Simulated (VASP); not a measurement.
Write the native input for VASP 6.6.1 that does the following.

| Property | Result |
| --- | --- |
| Task | single point |
| Functional | LDA |
| Potentials or basis | VASP PAW LDA potentials, release 64 (Ag) |
| Cutoff | 520 eV |
| k mesh | 11 × 11 × 11 |
| Occupations | fermi-dirac, width 0.05 eV |
| Spin | no spin polarisation |
| Dipole correction | no |
| Further INCAR settings | ALGO = Normal; EDIFF = 1e-06; NBANDS = 12 |

The structure of Ag lies in POSCAR:

```
Ag
1.0
    0.0000000000      2.0828140930      2.0828140930
    2.0828140930      0.0000000000      2.0828140930
    2.0828140930      2.0828140930      0.0000000000
Ag
1
Direct
    0.0000000000      0.0000000000      0.0000000000
```

One way to write it, as run:

INCAR

```
SYSTEM = Ag
ALGO = Normal ; EDIFF = 1E-6
ENCUT = 520 ; ISIF = 2
ISMEAR = -1 ; LASPH = .True.
LCHARG = .False. ; LREAL = .False.
LWAVE = .False. ; NBANDS = 12
NELM = 60 ; PREC = Accurate
SIGMA = 0.05
```

KPOINTS

```
k-points
0
Gamma
  11 11 11
  0 0 0
```

Potentials or basis: VASP PAW LDA potentials, release 64 (Ag).

Launch:

```bash
$ cat potpaw_LDA.64/Ag/POTCAR > POTCAR
$ mpirun -np 1 vasp_std > vasp.out
```

It gave:

The pressure is -11.9 GPa.

Run time: 6.9 s on 1 thread of AMD EPYC 7R13 Processor (Zen 3), with other jobs on the host, peak memory 0.1 GiB.
